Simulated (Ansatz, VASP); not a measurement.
# One calculation of Cu, two programs

```
CELL_PARAMETERS angstrom
1.28150 -3.52393 0.00000
1.28150 3.52393 0.00000
0.00000 0.00000 2.46756
ATOMIC_POSITIONS crystal
Cu 0.13385 0.86615 0.25000
Cu 0.86615 0.13385 0.75000
```

Change from the starting cell: normal strain along x +0.0550, normal strain along y -0.1100.

Alike in both runs: task single point; functional PBEsol; k mesh 20 × 20 × 18; occupations gaussian, width 0.15 eV; no spin polarisation.

```csv
,VASP,Ansatz
version,VASP 6.6.1,Ansatz 0.2.0
potentials or method,"VASP PAW PBE potentials, release 64 (Cu), cutoff 520 eV","scalar-relativistic, plane waves, PAW"
valence electrons in the cell,22,38
```

|  | VASP | Ansatz | Ansatz less VASP |
| --- | --- | --- | --- |
| gap on the k mesh at the Fermi level (eV) | none | none | - |
| pressure (GPa) | 17.5 | 16.8 | -0.79 |
| traceless stress, the component that is largest in VASP (GPa) | -20.32 | -20.19 | +0.137 |
| rms of the force components (eV/Å) | 0.483 | 0.485 | +0.0029 |

VASP's potentials were made for PBE, not for PBEsol, and Ansatz warns of the same on its side. Atom by atom the forces differ by 0.003 eV/Å (rms over components). A gap of «none» marks a metal or a gap that the smearing closes. VASP's potentials hold 22 valence electrons a cell and Ansatz's 38, so a difference there can come from the potentials and not from the codes.
